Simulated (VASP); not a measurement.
# MnO (P-6m2) in VASP: further runs

Runs on MnO. Level: PBE. Tasks: single point, relaxation of cell and atoms.

Everything below comes from runs of VASP 6.6.1. Logs are shortened: lines on timing, memory, paths and dates and some standing lists are left out, and cuts for length are marked.

## Step 1: The cell of the first run

It takes space group P-6m2 (No. 187, hexagonal). The conventional cell has a = 2.680 Å, b = 2.680 Å, c = 2.894 Å, α = 90.00°, β = 90.00°, γ = 120.00°. Mn (site symmetry -6m2) has 6 O at 2.12 Å and 6 Mn at 2.68 Å within 2.8 Å. O (site symmetry -6m2) has 6 Mn at 2.12 Å and 6 O at 2.68 Å within 2.8 Å.

## Step 2: Single point, PBE, collinear spin, ferromagnetic start

The input, INCAR:

```
ALGO = Normal
EDIFF = 1E-6
ENCUT = 520
GGA = PE
ISIF = 2
ISMEAR = 0
ISPIN = 2
LASPH = T
LCHARG = T
LELF = T
LMAXMIX = 4
LORBIT = 11
LREAL = F
LVHAR = T
LWAVE = F
MAGMOM = 4 0
NBANDS = 20
NELM = 150
PREC = Accurate
SIGMA = 0.1
```

The input, KPOINTS:

```
k-points
0
Gamma
  6 6 6
```

The input, POSCAR:

```
MnO
1.0
    2.6798617200      0.0000000000      0.0000000000
   -1.3399308600      2.3208283300      0.0000000000
    0.0000000000      0.0000000000      2.8942506600
Mn O
1 1
Direct
    0.0000000000      0.0000000000      0.0000000000
    0.3333333300      0.6666666700      0.5000000000
```

Potentials or basis: VASP PAW PBE potentials, release 64 (Mn_pv, O).

Launch:

```bash
$ cat potpaw_PBE.64/Mn_pv/POTCAR potpaw_PBE.64/O/POTCAR > POTCAR
$ mpirun -np 1 vasp_std > vasp.out
```

OUTCAR:

```text
EDIFF = 1E-6
   ENCUT = 520
   GGA = PE
   ISIF = 2
   ISMEAR = 0
   ISPIN = 2
   LASPH = T
   LORBIT = 11
   LREAL = F
   NELM = 150
   PREC = Accurate

 ion  position               nearest neighbor table
   1  0.000  0.000  0.000-   2 2.12   2 2.12   2 2.12   2 2.12   2 2.12   2 2.12
   2  0.333  0.667  0.500-   1 2.12   1 2.12   1 2.12   1 2.12   1 2.12   1 2.12

  LATTYP: Found a hexagonal cell.
 ALAT       =     2.6798617200
 C/A-ratio  =     1.0800000009

  Lattice vectors:

 A1 = (   2.6798617200,   0.0000000000,   0.0000000000)
 A2 = (  -1.3399308600,   2.3208283300,   0.0000000000)
 A3 = (   0.0000000000,   0.0000000000,   2.8942506600)

Analysis of symmetry for initial positions (statically):
=====================================================================
 Subroutine PRICEL returns:
 Original cell was already a primitive cell.

 Routine SETGRP: Setting up the symmetry group for a
 hexagonal supercell.

 Subroutine GETGRP returns: Found 12 space group operations
 (whereof 12 operations were pure point group operations)
 out of a pool of 24 trial point group operations.

The static configuration has the point symmetry D_3h.

Analysis of symmetry for dynamics (positions and initial velocities):
=====================================================================
 Subroutine PRICEL returns:
 Original cell was already a primitive cell.

 Routine SETGRP: Setting up the symmetry group for a
 hexagonal supercell.

 Subroutine GETGRP returns: Found 12 space group operations
 (whereof 12 operations were pure point group operations)
 out of a pool of 24 trial point group operations.

The dynamic configuration has the point symmetry D_3h.

Analysis of structural, dynamic, and magnetic symmetry:
=====================================================================
 Subroutine PRICEL returns:
 Original cell was already a primitive cell.

 Routine SETGRP: Setting up the symmetry group for a
 hexagonal supercell.

 Subroutine GETGRP returns: Found 12 space group operations
 (whereof 12 operations were pure point group operations)
 out of a pool of 24 trial point group operations.

The overall configuration has the point symmetry D_3h.

 Subroutine INISYM returns: Found 12 space group operations
[... 108 lines left out ...]
   NELECT =      19.0000    total number of electrons
   NUPDOWN=      -1.0000    fix difference up-down
   EMIN   =  10.00;   EMAX   =-10.00  energy-range for DOS
   EFERMI =   0.00;   METHOD = LEGACY
   ISMEAR =     0;   SIGMA  =   0.10  broadening in eV -4-tet -1-fermi 0-gaus
   EFERMI_NEDOS =   21; number of points for ismear=-14 and -15
   IALGO  =     38    algorithm
   IMIX   =      4    mixing-type and parameters
     AMIX     =   0.40;   BMIX     =  1.00
     AMIX_MAG =   1.60;   BMIX_MAG =  1.00
  volume/ion in A,a.u.               =       9.00        60.74
  Fermi-wavevector in a.u.,A,eV,Ry     =   1.666846  3.149882 37.802102  2.778376
  Thomas-Fermi vector in A             =   2.752971
   LORBIT       =     11    0 simple, 1 ext, 2 COOP (PROOUT), +10 PAW based schemes
   GGA     = PE    functional components
   LHFCALC =     F    Hartree Fock is set to
   AEXX    =    0.0000 exact exchange contribution
   IVDW    =     0    specifies the selected vdW correction
   LEPSILON=     F    determine dielectric tensor
   LRPA    =     F    only Hartree local field effects (RPA)
 spin polarized calculation
 Gauss-broadening in eV      SIGMA  =   0.10
  energy-cutoff  :      520.00
  volume of cell :       18.00
 maximum number of plane-waves:       498
 NGX is ok and might be reduce to    20
   NGX =  9   NGY =  9   NGZ = 11

 number of electron      18.9999987 magnetization       3.0638608

 Free energy of the ion-electron system (eV)
  ---------------------------------------------------
  ext. energy  EPLUGINS =         0.00000000
  ---------------------------------------------------
  free energy    TOTEN  =       -15.81599276 eV

  energy without entropy =      -15.80937469  energy(sigma->0) =      -15.81268372

 E-fermi :   9.0507     XC(G=0): -13.1786

 val. band max:        9.0436440328   @ k =   0.3333   0.3333   0.1667
 cond. band min:       9.1062952874   @ k =   0.3333   0.0000   0.1667
 fundamental gap:      0.0626512546
 Fermi energy:         9.0506849248

 spin component 1

 k-point     1 :       0.0000    0.0000    0.0000
  band No.  band energies     occupation
      1     -40.6805      1.00000
      2     -40.3301      1.00000
      3     -40.3301      1.00000
      4     -12.0568      1.00000
      5       4.1754      1.00000
      6       4.6136      1.00000
[... 541 lines left out ...]
     19      36.0287      0.00000
     20      37.8920      0.00000

 [... further k-points ...]

 spin component 2

 k-point     1 :       0.0000    0.0000    0.0000
  band No.  band energies     occupation
      1     -37.3869      1.00000
      2     -37.0844      1.00000
      3     -37.0844      1.00000
      4     -11.9155      1.00000
      5       4.2601      1.00000
      6       5.4242      1.00000
[... 541 lines left out ...]
     19      36.5777      0.00000
     20      38.3127      0.00000

 [... further k-points ...]
[... 5 lines left out ...]
  --------------------------------------------------------------------------------------
  -------------------------------------------------------------------------------------
  Total        1.7688257      1.7688257     -1.2677711     -0.0000000      0.0000000      0.0000000
  in kB      157.4360121    157.4360123   -112.8391698     -0.0000000      0.0000000      0.0000000
  external PRESSURE =      67.3442849 kB  Pullay stress =       0.0000000 kB

 VOLUME and BASIS-vectors are now :
 -----------------------------------------------------------------------------
  energy-cutoff  :      520.00
  volume of cell :       18.00
      direct lattice vectors                 reciprocal lattice vectors
     2.679861720  0.000000000  0.000000000     0.373153582  0.215440321  0.000000000
    -1.339930860  2.320828330  0.000000000     0.000000000  0.430880642  0.000000000
     0.000000000  0.000000000  2.894250660     0.000000000  0.000000000  0.345512576

 POSITION                                       TOTAL-FORCE (eV/Angst)
 -----------------------------------------------------------------------------------
      0.00000      0.00000      0.00000         0.000000     -0.000000      0.000000
     -0.00000      1.54722      1.44713        -0.000000      0.000000      0.000000
 -----------------------------------------------------------------------------------
    total drift:                                0.000014     -0.000008      0.000000

  FREE ENERGIE OF THE ION-ELECTRON SYSTEM (eV)
  ---------------------------------------------------
  free  energy   TOTEN  =       -15.8159927588 eV

  energy  without entropy=      -15.8093746855  energy(sigma->0) =      -15.81268372

 total charge

# of ion       s       p       d       tot
------------------------------------------
    1        0.254   6.267   5.101  11.622
    2        1.574   3.411   0.000   4.985
--------------------------------------------------
tot          1.828   9.678   5.101  16.607

 magnetization (x)

# of ion       s       p       d       tot
------------------------------------------
    1        0.008   0.012   2.954   2.973
    2        0.025   0.006   0.000   0.031
--------------------------------------------------
tot          0.033   0.017   2.954   3.005
```

stdout:

```text
POSCAR found type information on POSCAR MnO
 POSCAR found :  2 types and       2 ions
 scaLAPACK will be used
 LDA part: xc-table for (Slater+PW92), standard interpolation
 POSCAR, INCAR and KPOINTS ok, starting setup
 FFT: planning ... GRIDC
 FFT: planning ... GRID_SOFT
 FFT: planning ... GRID
 WAVECAR not read
 entering main loop
```

Run time: 20 s. Hardware: 1 thread of Intel Xeon 6975P-C, shared host; peak memory 0.14 GiB.

Results:

| Quantity | Value |
| --- | --- |
| Free energy | -15.8160 eV |
| Pressure | 6.7 GPa |
| Net moment | 3.06 μB per cell |
| Site moments | Mn +2.97; O +0.03 μB |
| Valence electrons inside the program's atomic spheres | Mn 11.62; O 4.99 |

Levels at points of the mesh, in eV from the Fermi level:
Spin up:
```csv
k point,band 8,band 9,band 10,band 11,band 12,band 13,band 14,band 15
"(0.00, 0.00, 0.00)",-4.27,-1.14,-1.14,-0.32,-0.32,1.65,14.34,17.83
"(0.50, 0.00, 0.00)",-3.75,-1.46,-0.35,-0.29,0.57,5.74,10.61,15.34
"(0.00, 0.00, 0.50)",-2.27,-2.27,-1.81,-0.15,-0.15,7.04,8.10,22.26
"(0.50, 0.00, 0.50)",-2.42,-0.67,-0.66,-0.39,1.02,6.28,12.06,12.15
```
Spin down:
| k point | band 5 | band 6 | band 7 | band 8 | band 9 | band 10 | band 11 | band 12 |
| --- | --- | --- | --- | --- | --- | --- | --- | --- |
| (0.00, 0.00, 0.00) | -4.79 | -3.63 | -3.63 | -2.27 | 1.78 | 1.78 | 1.96 | 1.96 |
| (0.50, 0.00, 0.00) | -8.09 | -5.42 | -3.71 | -1.49 | 1.57 | 2.38 | 2.74 | 2.78 |
| (0.00, 0.00, 0.50) | -8.90 | -3.25 | -3.25 | 0.46 | 0.46 | 0.65 | 2.29 | 2.29 |
| (0.50, 0.00, 0.50) | -7.03 | -6.99 | -4.66 | -0.67 | 1.98 | 2.39 | 2.70 | 3.42 |

Caveat: the k points lie up to 0.45 Å⁻¹ apart; a cell with one magnetic atom can't hold antiferromagnetic order, which such compounds often take; semilocal functionals often make such compounds metallic where correlation or magnetic order opens a gap, which also shifts bond lengths. With open d or f shells a metallic result of PBE can be an artefact of self-interaction; +U or a hybrid may open a gap.

## Step 3: Single point, PBE, collinear spin, ferromagnetic start

This run uses another cell than the first one, of 11.14 Å³/atom, 1.238 times its volume.

The input, INCAR:

```
PREC = Accurate
ENCUT = 520
EDIFF = 1E-6
ISMEAR = 0
SIGMA = 0.1
LREAL = False
LASPH = True
NELM = 150
ALGO = Normal
ISIF = 2
LWAVE = False
LCHARG = True
ISPIN = 2
MAGMOM = 4 0
LORBIT = 11
LMAXMIX = 4
GGA = PE
LELF = True
LVHAR = True
NBANDS = 20
```

The input, KPOINTS:

```
regular mesh
0
Gamma
  6 6 6
```

The input, POSCAR:

```
MnO
1.0
    3.0321107891      0.0000000000      0.0000000000
   -1.5160553945      2.6258849704      0.0000000000
    0.0000000000      0.0000000000      2.7981361767
Mn O
1 1
Direct
    0.0000000000      0.0000000000      0.0000000000
    0.3333333333      0.6666666667      0.5000000000
```

Potentials or basis: VASP PAW PBE potentials, release 64 (Mn_pv, O).

Launch:

```bash
$ cat potpaw_PBE.64/Mn_pv/POTCAR potpaw_PBE.64/O/POTCAR > POTCAR
$ mpirun -np 1 vasp_std > vasp.out
```

It took 20 s on 1 thread of Intel Xeon 6975P-C, shared host; peak memory 0.15 GiB.

Results (log left out):

- Free energy: -16.0302 eV
- Pressure: 0.4 GPa
- Net moment: 4.84 μB per cell
- Site moments: Mn +4.34; O +0.21 μB
- Valence electrons inside the program's atomic spheres: Mn 11.35; O 4.97

Stress tensor (GPa, compression positive):
```
0.47 0.00 0.00
0.00 0.47 0.00
0.00 0.00 0.23
```

Levels at points of the mesh, in eV from the Fermi level:
Spin up:
| k point | band 8 | band 9 | band 10 | band 11 | band 12 | band 13 | band 14 | band 15 | band 16 | band 17 |
| --- | --- | --- | --- | --- | --- | --- | --- | --- | --- | --- |
| (0.00, 0.00, 0.00) | -3.29 | -1.94 | -1.94 | -0.89 | -0.89 | -0.65 | 13.61 | 13.82 | 13.82 | 17.16 |
| (0.50, 0.00, 0.00) | -3.90 | -2.08 | -1.83 | -1.77 | -0.25 | 4.22 | 7.10 | 13.50 | 14.55 | 16.70 |
| (0.00, 0.00, 0.50) | -2.97 | -2.97 | -1.50 | -0.96 | -0.96 | 5.13 | 5.60 | 18.84 | 19.12 | 19.12 |
| (0.50, 0.00, 0.50) | -2.62 | -1.93 | -1.56 | -1.48 | 0.10 | 4.52 | 9.23 | 10.19 | 12.11 | 12.29 |
Spin down:
```
           k point  band 5  band 6  band 7  band 8  band 9  band 10
(0.00, 0.00, 0.00)   -3.54   -3.54   -2.85   -0.49    1.02     2.39
(0.50, 0.00, 0.00)   -6.70   -3.52   -3.30   -0.26    2.11     2.21
(0.00, 0.00, 0.50)   -7.20   -3.05   -3.05    1.14    1.14     2.29
(0.50, 0.00, 0.50)   -5.91   -5.45   -4.07    0.75    2.14     2.52
```

Caveat: the k points lie up to 0.40 Å⁻¹ apart; a cell with one magnetic atom can't hold antiferromagnetic order, which such compounds often take; semilocal functionals often make such compounds metallic where correlation or magnetic order opens a gap, which also shifts bond lengths. With open d or f shells a metallic result of PBE can be an artefact of self-interaction; +U or a hybrid may open a gap.

## Step 4: Relaxation of cell and atoms, PBE, collinear spin, ferromagnetic start

The input, INCAR:

```
ALGO = Normal
EDIFF = 1E-6
EDIFFG = -0.04
ENCUT = 600
GGA = PE
IBRION = 2
ISIF = 3
ISMEAR = 0
ISPIN = 2
LASPH = True
LCHARG = False
LMAXMIX = 4
LORBIT = 11
LREAL = False
LWAVE = False
MAGMOM = 4 0
NELM = 150
NSW = 90
PREC = Accurate
SIGMA = 0.1
```

The input, KPOINTS:

```
k-points
0
Gamma
  6 6 6
```

The input, POSCAR:

```
MnO
1.0
    2.6798617200      0.0000000000      0.0000000000
   -1.3399308600      2.3208283300      0.0000000000
    0.0000000000      0.0000000000      2.8942506600
Mn O
1 1
Direct
    0.0000000000      0.0000000000      0.0000000000
    0.3333333300      0.6666666700      0.5000000000
```

Launch:

```bash
$ cat potpaw_PBE.64/Mn_pv/POTCAR potpaw_PBE.64/O/POTCAR > POTCAR
$ mpirun -np 1 vasp_std > vasp.out
```

Run time: 2.4 min. Hardware: 1 thread of Intel Xeon 6975P-C, shared host; peak memory 0.16 GiB.

It converged, with:

- Free energy: -16.0234 eV
- Relaxed volume: 11.13 Å³/atom
- Relaxed cell: a = 3.030 Å, b = 3.030 Å, c = 2.798 Å, α = 90.00°, β = 90.00°, γ = 120.00°
- Space group after relaxing (to 0.05 Å): P-6m2 (No. 187)
- Energy gained by relaxing: 102.7 meV/atom
- Ionic steps: 14
- Pressure after relaxing: 0.3 GPa
- Net moment: 4.84 μB per cell
- Site moments: Mn +4.34; O +0.21 μB
- Valence electrons inside the program's atomic spheres: Mn 11.36; O 4.97

Stress tensor (GPa, compression positive):
```
0.34 0.00 0.00
0.00 0.34 0.00
0.00 0.00 0.23
```

Step by step:
```
step  energy change (eV)  largest force (eV/Å)  pressure (GPa)  volume (Å³)
   1              0.0000                0.0000            6.45        18.00
   2             -0.0986                0.0000            0.01        18.93
   3             -0.1034                0.0000            0.87        19.17
   4             -0.1107                0.0000            4.75        19.65
   5             -0.1024                0.0000            9.07        20.56
   6             -0.1172                0.0000            7.48        19.91
   7             -0.1185                0.0000            8.52        20.24
   8             -0.1661                0.0000           -4.87        23.30
   9             -0.1859                0.0000            0.08        22.40
  10             -0.1860                0.0000            1.73        22.13
  11             -0.1863                0.0000            1.15        22.25
  12             -0.2037                0.0000           -1.11        22.44
  13             -0.2054                0.0000           -0.56        22.40
  14             -0.2055                0.0000            0.30        22.25
```

Final structure:
```
Mn O
1.0
     3.03031    0.00000    0.00000
    -1.51516    2.62433    0.00000
     0.00000    0.00000    2.79826
Mn O
1 1
Direct
  0.00000 0.00000 0.00000
  0.33333 0.66667 0.50000
```

Levels at points of the mesh, in eV from the Fermi level:
Spin up:
```tsv
k point	band 10	band 11	band 12	band 13	band 14	band 15
(0.00, 0.00, 0.00)	-1.94	-0.89	-0.89	-0.65	13.84	13.84
(0.50, 0.00, 0.00)	-1.82	-1.77	-0.25	4.23	7.11	13.50
(0.00, 0.00, 0.50)	-1.50	-0.96	-0.96	5.14	5.61	18.85
(0.50, 0.00, 0.50)	-1.56	-1.47	0.10	4.53	9.24	10.20
```
Spin down:
| k point | band 5 | band 6 | band 7 | band 8 | band 9 | band 10 |
| --- | --- | --- | --- | --- | --- | --- |
| (0.00, 0.00, 0.00) | -3.54 | -3.54 | -2.86 | -0.50 | 1.03 | 2.39 |
| (0.50, 0.00, 0.00) | -6.71 | -3.52 | -3.31 | -0.26 | 2.11 | 2.21 |
| (0.00, 0.00, 0.50) | -7.21 | -3.05 | -3.05 | 1.14 | 1.14 | 2.30 |
| (0.50, 0.00, 0.50) | -5.92 | -5.45 | -4.07 | 0.75 | 2.14 | 2.53 |

Caveat: the k points lie up to 0.40 Å⁻¹ apart in the final cell; the volume moved by over 15 % at a fixed basis, so the end points are rough; a cell with one magnetic atom can't hold antiferromagnetic order, which such compounds often take; semilocal functionals often make such compounds metallic where correlation or magnetic order opens a gap, which also shifts bond lengths. With open d or f shells a metallic result of PBE can be an artefact of self-interaction; +U or a hybrid may open a gap.

## Step 5: Summary

| task | cell | cutoff (eV) | gap on the mesh (eV) | pressure (GPa) | moment (μB) |
| --- | --- | --- | --- | --- | --- |
| single point | a = 2.680, b = 2.680, c = 2.894 Å, angles 90.0, 90.0, 120.0°, 2 atoms | 520 | none | 6.7 | 3.06 |
| single point | a = 3.032, b = 3.032, c = 2.798 Å, angles 90.0, 90.0, 120.0°, 2 atoms | 520 | none | 0.4 | 4.84 |
| relaxation of cell and atoms | relaxed from a = 2.680, b = 2.680, c = 2.894 Å, angles 90.0, 90.0, 120.0°, 2 atoms | 600 | none | 0.3 | 4.84 |

Alike in all rows: level PBE; potentials or basis VASP PAW PBE potentials, release 64 (Mn_pv, O); spin collinear, ferromagnetic start; k mesh 6 × 6 × 6; smearing gaussian 0.1 eV.

Caveats: all runs use coarse meshes; a cell with one magnetic atom can't hold antiferromagnetic order, which such compounds often take; semilocal functionals often make such compounds metallic where correlation or magnetic order opens a gap, which also shifts bond lengths; the volume moved by over 15 % at a fixed basis, so the end points are rough (some runs).

Absolute energies hang on the potentials; compare differences alone.
